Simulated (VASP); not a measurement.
# PbSe: relaxation of shape and atoms at fixed volume with PBE

Crystal: PbSe.

```
Pb Se
1.0
     4.24194    0.00000    0.00000
    -2.12097    3.67363    0.00000
     0.00000    0.00000    7.50993
Pb Se
2 2
Direct
  0.00000 0.00000 0.00000
  0.00000 0.00000 0.50000
  0.33333 0.66667 0.25000
  0.66667 0.33333 0.75000
```

```yaml
Program: VASP 6.6.1
Task: relaxation of shape and atoms at fixed volume
Functional: PBE
Potentials_or_basis: VASP PAW PBE potentials, release 64 (Pb_d, Se)
Cutoff: 600 eV
k_mesh: 8 × 8 × 6
Occupations: gaussian, width 0.05 eV
Spin: no spin polarisation
Dipole_correction: no
Further_INCAR_settings: ALGO = Normal; EDIFF = 1e-07; IBRION = 2; EDIFFG = -0.01; NSW = 60; ISIF = 4
```

```yaml
Energy_gained_by_relaxing: 0.1 meV/atom
Ionic_steps: 3
Pressure_after_relaxing: 2.0 GPa
Band_gap_on_the_k_mesh: 0.02 eV (least direct gap 0.23 eV)
```

The path:
| step | energy change (eV) | largest force (eV/Å) | pressure (GPa) | volume (Å³) |
| --- | --- | --- | --- | --- |
| 1 | 0.0000 | 0.0000 | 2.04 | 117.03 |
| 2 | -0.0002 | 0.0000 | 2.02 | 117.03 |
| 3 | -0.0004 | 0.0000 | 1.98 | 117.03 |

Final structure:
```cif
data_structure
_symmetry_space_group_name_H-M 'P 1'
_symmetry_Int_Tables_number 1
_cell_length_a 4.2328
_cell_length_b 4.2328
_cell_length_c 7.5424
_cell_angle_alpha 90.000
_cell_angle_beta 90.000
_cell_angle_gamma 120.000
_cell_volume 117.03
loop_
_atom_site_label
_atom_site_type_symbol
_atom_site_fract_x
_atom_site_fract_y
_atom_site_fract_z
_atom_site_occupancy
Pb1 Pb 0.00000 0.00000 0.00000 1
Pb2 Pb 0.00000 0.00000 0.50000 1
Se1 Se 0.33333 0.66667 0.25000 1
Se2 Se 0.66667 0.33333 0.75000 1
```

Levels at points of the mesh, in eV from the valence-band top:
```
           k point  band 18  band 19  band 20  band 21  band 22  band 23
(0.00, 0.00, 0.00)    -1.43    -1.43     0.00     0.23     2.92     2.92
(0.50, 0.00, 0.00)    -1.61    -1.54    -0.99     0.02     1.51     2.36
(0.00, 0.00, 0.50)    -1.66    -1.58    -1.58     2.40     2.40     2.86
(0.50, 0.00, 0.50)    -2.79    -2.53    -2.53     2.39     2.39     2.76
```

Wall time 8.2 min on 1 thread of Oxide Virtual Turin-like Processor, with other jobs on the host, peak memory 0.31 GiB.

Caveat: the smearing spreads over this small gap; spin-orbit coupling is left out, which moves the levels of the heavy elements. A k mesh can miss the band edges.
